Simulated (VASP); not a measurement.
Here is a VASP 6.6.1 calculation.

INCAR

```
PREC = Accurate
ENCUT = 600
EDIFF = 1E-6
ISMEAR = 0
SIGMA = 0.02
LREAL = F
LASPH = T
NELM = 80
ALGO = Normal
ISIF = 4
LWAVE = F
LCHARG = F
GGA = PE
IVDW = 12
IBRION = 2
NSW = 50
EDIFFG = -0.01
```

File KPOINTS:

```
Automatic mesh
0
Gamma
  12 12 6
```

Contents of POSCAR:

```
SnO2
1.0
    3.2637375144      0.0000000000      0.0000000000
   -1.6318687572      2.8264795987      0.0000000000
    0.0000000000      0.0000000000      4.9081279816
Sn O
1 2
Direct
    0.0000000000      0.0000000000      0.5000000000
    0.3333333333      0.6666666667      0.7086168965
    0.6666666667      0.3333333333      0.2913831035
```

Potentials or basis: VASP PAW PBE potentials, release 64 (Sn_d, O).

Launch:

```console
$ cat potpaw_PBE.64/Sn_d/POTCAR potpaw_PBE.64/O/POTCAR > POTCAR
$ mpirun -np 1 vasp_std > vasp.out
```

(1) Predict the band gap on the k mesh.

(2) What does it give for the dispersion energy per atom?

Answers

(1) 2.06 eV (least direct gap 2.24 eV).

(2) -0.168 eV.

Caveat: spin-orbit coupling is left out, which moves the levels of the heavy elements.
